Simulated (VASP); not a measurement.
# La (Im-3m) in VASP: a series of runs, part 2 of 2

VASP 6.6.1. Earlier steps stand in the parts before.

## 3. Single point, PBEsol

This run uses another cell than the first one, of 23.49 Å³/atom, 1.104 times its volume.

INCAR reads:

```
PREC = Accurate ; ENCUT = 520
EDIFF = 1E-6 ; ISMEAR = -1
SIGMA = 0.05 ; LREAL = False
LASPH = True ; NELM = 100
ALGO = Normal ; ISIF = 2
LWAVE = False ; LCHARG = False
GGA = PS ; NBANDS = 12
```

KPOINTS reads:

```
Automatic mesh
0
Gamma
  9 9 9
```

POSCAR reads:

```
La
1.0
   -1.8040559164      1.8040559164      1.8040559164
    1.8040559164     -1.8040559164      1.8040559164
    1.8040559164      1.8040559164     -1.8040559164
La
1
Direct
    0.0000000000      0.0000000000      0.0000000000
```

Potentials or basis: VASP PAW PBE potentials, release 64 (La).

The run is started by

```
> cat potpaw_PBE.64/La/POTCAR > POTCAR
> mpirun -np 1 vasp_std > vasp.out
```

OUTCAR:

```text
PREC = Accurate
   ENCUT = 520
   EDIFF = 1E-6
   ISMEAR = -1
   LREAL = False
   LASPH = True
   NELM = 100
   ISIF = 2
   GGA = PS

 ion  position               nearest neighbor table
   1  0.000  0.000  0.000-

  LATTYP: Found a body centered cubic cell.
 ALAT       =     3.6081118328

  Lattice vectors:

 A1 = (  -1.8040559164,   1.8040559164,   1.8040559164)
 A2 = (   1.8040559164,  -1.8040559164,   1.8040559164)
 A3 = (   1.8040559164,   1.8040559164,  -1.8040559164)

Analysis of symmetry for initial positions (statically):
=====================================================================
 Subroutine PRICEL returns:
 Original cell was already a primitive cell.

 Routine SETGRP: Setting up the symmetry group for a
 body centered cubic supercell.

 Subroutine GETGRP returns: Found 48 space group operations
 (whereof 48 operations were pure point group operations)
 out of a pool of 48 trial point group operations.

The static configuration has the point symmetry O_h .

Analysis of symmetry for dynamics (positions and initial velocities):
=====================================================================
 Subroutine PRICEL returns:
 Original cell was already a primitive cell.

 Routine SETGRP: Setting up the symmetry group for a
 body centered cubic supercell.

 Subroutine GETGRP returns: Found 48 space group operations
 (whereof 48 operations were pure point group operations)
 out of a pool of 48 trial point group operations.

The dynamic configuration has the point symmetry O_h .

 Subroutine INISYM returns: Found 48 space group operations
 (whereof 48 operations are pure point group operations),
 and found     1 'primitive' translations

----------------------------------------------------------------------------------------

                                     Primitive cell
[... 107 lines left out ...]
   IMIX   =      4    mixing-type and parameters
     AMIX     =   0.40;   BMIX     =  1.00
     AMIX_MAG =   1.60;   BMIX_MAG =  1.00
  volume/ion in A,a.u.               =      23.49       158.49
  Fermi-wavevector in a.u.,A,eV,Ry     =   1.271362  2.402525 21.991915  1.616360
  Thomas-Fermi vector in A             =   2.404299
   LORBIT       =      0    0 simple, 1 ext, 2 COOP (PROOUT), +10 PAW based schemes
   GGA     = PS    functional components
   LHFCALC =     F    Hartree Fock is set to
   AEXX    =    0.0000 exact exchange contribution
   IVDW    =     0    specifies the selected vdW correction
   LEPSILON=     F    determine dielectric tensor
   LRPA    =     F    only Hartree local field effects (RPA)
 non-spin polarized calculation
  energy-cutoff  :      520.00
  volume of cell :       23.49
 maximum number of plane-waves:       643
   NGX = 11   NGY = 11   NGZ = 11

 number of electron      11.0000001 magnetization

 Free energy of the ion-electron system (eV)
  ---------------------------------------------------
  ext. energy  EPLUGINS =         0.00000000
  ---------------------------------------------------
  free energy    TOTEN  =        -4.72153202 eV

  energy without entropy =       -4.70534770  energy(sigma->0) =       -4.71343986

 E-fermi :  12.8694     XC(G=0): -11.7252

 val. band max:       12.8627923598   @ k =   0.2222   0.1111  -0.0000
 cond. band min:      12.9394975328   @ k =   0.1111   0.1111   0.1111
 fundamental gap:      0.0767051730
 Fermi energy:        12.8693966093

 k-point     1 :       0.0000    0.0000    0.0000
  band No.  band energies     occupation
      1     -19.8729      2.00000
      2      -0.8885      2.00000
      3      -0.8885      2.00000
      4      -0.8885      2.00000
      5      11.1405      2.00000
      6      14.8394      0.00000
      7      14.8394      0.00000
      8      14.8394      0.00000
      9      14.9248      0.00000
     10      14.9248      0.00000
     11      14.9248      0.00000
     12      16.7212      0.00000
[... 331 lines left out ...]
 k-point    24 :      -0.4444   -0.4444    0.1111
  band No.  band energies     occupation
      1     -18.6303      2.00000
      2      -4.9364      2.00000
      3      -3.0867      2.00000
      4      -1.6599      2.00000
      5      11.4661      2.00000
      6      12.9926      0.15683
      7      14.0482      0.00000
      8      14.7265      0.00000
      9      15.8408      0.00000
     10      16.4848      0.00000
     11      16.5435      0.00000
     12      16.6120      0.00000

 [... further k-points ...]
[... 5 lines left out ...]
  --------------------------------------------------------------------------------------
  -------------------------------------------------------------------------------------
  Total        2.9568517      2.9568517      2.9568517     -0.0000000     -0.0000000      0.0000000
  in kB      201.7112619    201.7112619    201.7112619     -0.0000000     -0.0000000      0.0000000
  external PRESSURE =     201.7112619 kB  Pullay stress =       0.0000000 kB

 VOLUME and BASIS-vectors are now :
 -----------------------------------------------------------------------------
  energy-cutoff  :      520.00
  volume of cell :       23.49
      direct lattice vectors                 reciprocal lattice vectors
    -1.804055916  1.804055916  1.804055916     0.000000000  0.277153272  0.277153272
     1.804055916 -1.804055916  1.804055916     0.277153272  0.000000000  0.277153272
     1.804055916  1.804055916 -1.804055916     0.277153272  0.277153272  0.000000000

 POSITION                                       TOTAL-FORCE (eV/Angst)
 -----------------------------------------------------------------------------------
      0.00000      0.00000      0.00000         0.000000      0.000000     -0.000000
 -----------------------------------------------------------------------------------
    total drift:                                0.000000      0.000000     -0.000000

  FREE ENERGIE OF THE ION-ELECTRON SYSTEM (eV)
  ---------------------------------------------------
  free  energy   TOTEN  =        -4.7215320173 eV

  energy  without entropy=       -4.7053476989  energy(sigma->0) =       -4.71343986
```

OSZICAR:

```text
N       E                     dE             d eps       ncg     rms          rms(c)
DAV:   1     0.792644431772E+02    0.79264E+02   -0.37633E+03   872   0.127E+03
DAV:   2     0.233102755387E+00   -0.79031E+02   -0.74225E+02  1000   0.196E+02
DAV:   3    -0.466094220013E+01   -0.48940E+01   -0.46214E+01  1284   0.734E+01
DAV:   4    -0.484824409076E+01   -0.18730E+00   -0.18590E+00  1536   0.103E+01
DAV:   5    -0.485616852517E+01   -0.79244E-02   -0.79137E-02  1316   0.192E+00    0.506E+00
DAV:   6    -0.476554416721E+01    0.90624E-01   -0.65291E-02  1440   0.225E+00    0.280E+00
DAV:   7    -0.472318023089E+01    0.42364E-01   -0.46369E-02  1584   0.168E+00    0.396E-01
DAV:   8    -0.472149437747E+01    0.16859E-02   -0.29144E-03  1276   0.577E-01    0.353E-02
DAV:   9    -0.472151577981E+01   -0.21402E-04   -0.25600E-04  1456   0.992E-02    0.267E-02
DAV:  10    -0.472153094783E+01   -0.15168E-04   -0.76050E-05  1164   0.664E-02    0.182E-02
DAV:  11    -0.472153134742E+01   -0.39959E-06   -0.13902E-05  1396   0.332E-02    0.486E-03
DAV:  12    -0.472153259313E+01   -0.12457E-05   -0.60552E-06  1096   0.206E-02    0.279E-03
DAV:  13    -0.472153201725E+01    0.57588E-06   -0.59382E-07   876   0.875E-03
   1 F= -.47215320E+01 E0= -.47134399E+01  d E =-.161843E-01
```

stdout:

```text
POSCAR found type information on POSCAR La
 POSCAR found :  1 types and       1 ions
 scaLAPACK will be used
 -----------------------------------------------------------------------------
|                                                                             |
|                                                                             |
|     You enforced a specific xc type in the INCAR file but a different       |
|     I HOPE YOU KNOW WHAT YOU ARE DOING!                                     |
|                                                                             |
 -----------------------------------------------------------------------------

 LDA part: xc-table for (Slater+PW92), standard interpolation
 POSCAR, INCAR and KPOINTS ok, starting setup
 FFT: planning ... GRIDC
 FFT: planning ... GRID_SOFT
 FFT: planning ... GRID
 WAVECAR not read
 entering main loop
```

Run time: 8.6 s. Hardware: 1 thread of Intel Xeon Platinum 8375C at 2.90GHz (Ice Lake), shared host; peak memory 0.15 GiB.

What came out:

```yaml
Free_energy: -4.7215 eV
Pressure: 20.2 GPa
```

Caveat: the PAW data sets were made with another functional, which shifts forces and pressure a little; spin-orbit coupling is left out, which moves the levels of the heavy elements.

## 4. Single point, PBEsol

This run uses another cell than the first one, of 26.82 Å³/atom, 1.261 times its volume.

INCAR reads:

```
SYSTEM = La
  PREC = Accurate
  ENCUT = 520
  EDIFF = 1E-6
  ISMEAR = -1
  SIGMA = 0.05
  LREAL = .FALSE.
  LASPH = .TRUE.
  NELM = 80
  ALGO = Normal
  ISIF = 2
  LWAVE = .FALSE.
  LCHARG = .TRUE.
  GGA = PS
  LELF = .TRUE.
  LVHAR = .TRUE.
  NBANDS = 12
```

KPOINTS reads:

```
Automatic mesh
0
G
  9 9 9
  0 0 0
```

POSCAR reads:

```
La
1.0
   -1.8856120184      1.8856120184      1.8856120184
    1.8856120184     -1.8856120184      1.8856120184
    1.8856120184      1.8856120184     -1.8856120184
La
1
Direct
    0.0000000000      0.0000000000      0.0000000000
```

The run is started by

```
> cat potpaw_PBE.64/La/POTCAR > POTCAR
> mpirun -np 1 vasp_std > vasp.out
```

Run time: 8.5 s. Hardware: 1 thread of Intel Xeon Platinum 8375C at 2.90GHz (Ice Lake), shared host; peak memory 0.15 GiB.

It converged, with:

- Free energy: -5.0224 eV
- Pressure: 10.1 GPa

Levels at points of the mesh, in eV from the Fermi level:
| k point | band 3 | band 4 | band 5 | band 6 | band 7 | band 8 |
| --- | --- | --- | --- | --- | --- | --- |
| (0.00, 0.00, 0.00) | -14.44 | -14.44 | -2.47 | 1.87 | 1.87 | 1.87 |

Caveat: the PAW data sets were made with another functional, which shifts forces and pressure a little; spin-orbit coupling is left out, which moves the levels of the heavy elements.

## 5. Single point, PBEsol

This run uses another cell than the first one, of 29.72 Å³/atom, 1.397 times its volume.

INCAR reads:

```
  PREC = Accurate
  ENCUT = 520
  EDIFF = 1E-6
  ISMEAR = -1
  SIGMA = 0.05
  LREAL = False
  LASPH = True
  NELM = 100
  ALGO = Normal
  ISIF = 2
  LWAVE = False
  LCHARG = False
  GGA = PS
  NBANDS = 12
```

KPOINTS reads:

```
regular mesh
0
Gamma
  9 9 9
```

POSCAR reads:

```
La
1.0
   -1.9514146848      1.9514146848      1.9514146848
    1.9514146848     -1.9514146848      1.9514146848
    1.9514146848      1.9514146848     -1.9514146848
La
1
Direct
    0.0000000000      0.0000000000      0.0000000000
```

The run is started by

```
> cat potpaw_PBE.64/La/POTCAR > POTCAR
> mpirun -np 1 vasp_std > vasp.out
```

It took 15 s on 1 thread of Intel Xeon Platinum 8375C at 2.90GHz (Ice Lake), shared host; peak memory 0.17 GiB.

The run converged. Its results:

```yaml
Free_energy: -5.1530 eV
Pressure: 5.1 GPa
```

Levels at points of the mesh, in eV from the Fermi level:
| k point | band 2 | band 3 | band 4 | band 5 | band 6 | band 7 | band 8 | band 9 | band 10 | band 11 |
| --- | --- | --- | --- | --- | --- | --- | --- | --- | --- | --- |
| (0.00, 0.00, 0.00) | -14.90 | -14.90 | -14.90 | -2.84 | 1.74 | 1.74 | 1.74 | 1.83 | 1.83 | 1.83 |

Caveat: the PAW data sets were made with another functional, which shifts forces and pressure a little; spin-orbit coupling is left out, which moves the levels of the heavy elements.

## 6. Single point, PBEsol

This run uses another cell than the first one, of 34.53 Å³/atom, 1.623 times its volume.

INCAR reads:

```
PREC = Accurate ; ENCUT = 520
EDIFF = 1E-6 ; ISMEAR = -1
SIGMA = 0.05 ; LREAL = False
LASPH = True ; NELM = 80
ALGO = Normal ; ISIF = 2
LWAVE = False ; LCHARG = True
GGA = PS ; LELF = True
LVHAR = True ; NBANDS = 12
```

KPOINTS reads:

```
Automatic mesh
0
Gamma
  9 9 9
```

POSCAR reads:

```
La
1.0
   -2.0514232118      2.0514232118      2.0514232118
    2.0514232118     -2.0514232118      2.0514232118
    2.0514232118      2.0514232118     -2.0514232118
La
1
Direct
    0.0000000000      0.0000000000      0.0000000000
```

Potentials or basis: VASP PAW PBE potentials, release 64 (La).

The run is started by

```
> cat potpaw_PBE.64/La/POTCAR > POTCAR
> mpirun -np 1 vasp_std > vasp.out
```

Wall time 15 s (1 thread of Intel Xeon Platinum 8375C at 2.90GHz (Ice Lake), shared host); peak memory 0.17 GiB.

The run converged. Its results:

```
Free energy : -5.2255 eV
Pressure    : 0.0 GPa
```

Levels at points of the mesh, in eV from the Fermi level:
```
           k point  band 4  band 5  band 6  band 7  band 8  band 9
(0.00, 0.00, 0.00)  -15.50   -3.15    1.57    1.57    1.57    1.66
```

Caveat: the PAW data sets were made with another functional, which shifts forces and pressure a little; spin-orbit coupling is left out, which moves the levels of the heavy elements.

## 7. Summary

| cell | gap on the mesh (eV) | pressure (GPa) |
| --- | --- | --- |
| a = 3.023 Å, angles 109.5°, 1 atom | none | 30.3 |
| a = 3.125 Å, angles 109.5°, 1 atom | none | 20.2 |
| a = 3.266 Å, angles 109.5°, 1 atom | none | 10.1 |
| a = 3.380 Å, angles 109.5°, 1 atom | none | 5.1 |
| a = 3.553 Å, angles 109.5°, 1 atom | none | 0.0 |

Alike in all rows: task single point; level PBEsol; potentials or basis VASP PAW PBE potentials, release 64 (La); no spin polarisation; k mesh 9 × 9 × 9; cutoff (eV) 520; smearing fermi-dirac 0.05 eV.

Caveats: the PAW data sets were made with another functional, which shifts forces and pressure a little; spin-orbit coupling is left out, which moves the levels of the heavy elements.

Absolute energies hang on the potentials; compare differences alone.
